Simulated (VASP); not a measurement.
Set up this calculation in VASP 6.6.1, as the native input.

| Item | Value |
| --- | --- |
| Task | single point |
| Functional | PBE |
| Potentials or basis | VASP PAW PBE potentials, release 64 (In_d, Sb) |
| Cutoff | 520 eV |
| k mesh | 10 × 10 × 10 |
| Occupations | fermi-dirac, width 0.03 eV |
| Spin | no spin polarisation |
| Dipole correction | no |
| Further INCAR settings | ALGO = Normal; EDIFF = 1e-06; NBANDS = 16 |

The structure of InSb lies in POSCAR:

```
InSb
1.0
    0.0000000000      3.2391000000      3.3038820000
    3.2391000000      0.0000000000      3.3038820000
    3.2391000000      3.2391000000      0.0000000000
In Sb
1 1
Direct
    0.0000000000      0.0000000000      0.0000000000
    0.7500000000      0.7500000000      0.7500000000
```

This cell differs from its parent crystal: zz strain of +2 %.

One way to write it, as run:

INCAR

```
SYSTEM = InSb
PREC     = Accurate       ! precision mode
ENCUT    = 520            ! plane-wave cutoff, eV
EDIFF    = 1E-6           ! SCF threshold, eV
ISMEAR   = -1             ! smearing method
SIGMA    = 0.03           ! smearing width, eV
LREAL    = .FALSE.        ! projectors in reciprocal space
LASPH    = .TRUE.         ! aspherical terms in the spheres
NELM     = 100            ! most SCF steps
ALGO     = Normal         ! electronic algorithm
ISIF     = 2              ! what is computed and relaxed
LWAVE    = .FALSE.        ! write WAVECAR
LCHARG   = .FALSE.        ! write CHGCAR
GGA      = PE             ! functional
NBANDS   = 16             ! bands
```

KPOINTS

```
regular mesh
0
G
  10 10 10
  0 0 0
```

Potentials or basis: VASP PAW PBE potentials, release 64 (In_d, Sb).

Launch:

```console
$ cat potpaw_PBE.64/In_d/POTCAR potpaw_PBE.64/Sb/POTCAR > POTCAR
$ mpirun -np 1 vasp_std > vasp.out
```

It gave:

| Quantity | Value |
| --- | --- |
| Pressure | 2.1 GPa |
| Band gap on the k mesh | zero (filled and empty bands touch) |

Caveat: the cell differs from its parent crystal (zz strain of +2 %); semilocal functionals underestimate gaps, and a narrow one can read as zero; spin-orbit coupling is left out, which moves the levels of the heavy elements.

Run time: 66 s on 1 thread of AMD EPYC 9R45 96-Core Processor (Zen 5), with other jobs on the host, peak memory 0.25 GiB.
